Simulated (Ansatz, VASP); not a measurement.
# AlSiN: VASP beside Ansatz

INCAR

```
SYSTEM = AlSiN
ALGO     = Normal         ! electronic algorithm
EDIFF    = 1E-6           ! SCF threshold, eV
ENCUT    = 600            ! plane-wave cutoff, eV
GGA      = PE             ! functional
GGA_COMPAT= .FALSE.      
ISIF     = 2              ! what is computed and relaxed
ISMEAR   = 0              ! smearing method
ISPIN    = 2              ! spin polarisation
LASPH    = .TRUE.         ! aspherical terms in the spheres
LCHARG   = .FALSE.        ! write CHGCAR
LORBIT   = 11             ! projections on sites
LREAL    = .FALSE.        ! projectors in reciprocal space
LWAVE    = .FALSE.        ! write WAVECAR
MAGMOM   = 0 0 1          ! initial moments
NBANDS   = 17             ! bands
NELM     = 200            ! most SCF steps
PREC     = Accurate       ! precision mode
SIGMA    = 0.1            ! smearing width, eV
```

KPOINTS

```
k-points
0
G
  6 6 4
  0 0 0
```

File POSCAR:

```
AlSiN
1.0
    3.0619703662      0.0000000000      0.0000000000
   -1.5309851831      2.6517441227      0.0000000000
    0.0000000000      0.0000000000      6.4272421218
Al Si N
1 1 1
Direct
    0.6666666667      0.3333333333      0.5000000000
    0.0000000000      0.0000000000      0.0000000000
    0.3333333333      0.6666666667      0.5000000000
```

Input for Ansatz:

```yaml
crystal:
  lattice:
    - [3.0619703662, 0.0, 0.0]
    - [-1.5309851831, 2.6517441227, 0.0]
    - [0.0, 0.0, 6.4272421218]
  atoms:
    - { symbol: Al, position: [0.6666666667, 0.3333333333, 0.5] }
    - { symbol: Si, position: [0.0, 0.0, 0.0] }
    - { symbol: "N", position: [0.3333333333, 0.6666666667, 0.5], spin: 1.0 }
basis:
  ecutwfc: 420
kpoints:
  mp_grid: { grid: [6, 6, 4] }
hamiltonian:
  xc: pbe
scf:
  occupations: { method: gaussian, width: 0.1 }
  lower_state_search: "off"
output:
  forces: true
  stress: true
  eigenvalues: true
  populations: true
magnetization:
  spin_polarized: true
```

Change from the starting cell: species swapped into the CeCuSi type (P-6m2, No. 187).

Alike in both runs: task single point; functional PBE; k mesh 6 × 6 × 4; occupations gaussian, width 0.1 eV; collinear spin.

```csv
,VASP,Ansatz
version,VASP 6.6.1,Ansatz 0.2.0
potentials or method,"VASP PAW PBE potentials, release 64 (Al, Si, N), cutoff 600 eV","scalar-relativistic, plane waves, PAW"
valence electrons in the cell,12,12
```

VASP gave:

```
gap on the k mesh at the Fermi level (eV)                     : none
pressure (GPa)                                                : -0.1
traceless stress, the component that is largest in VASP (GPa) : -0.09
net moment per atom (μB)                                      : 0.00
```

Question: What did Ansatz give for the same quantities?

Answer: gap on the k mesh at the Fermi level (eV): none; pressure (GPa): 0.0; traceless stress, the component that is largest in VASP (GPa): -0.10; net moment per atom (μB): 0.00.

A gap of «none» marks a metal or a gap that the smearing closes. Ansatz's warnings: seeded moment not kept.

The k mesh is coarse, so the values compare programs but aren't converged.
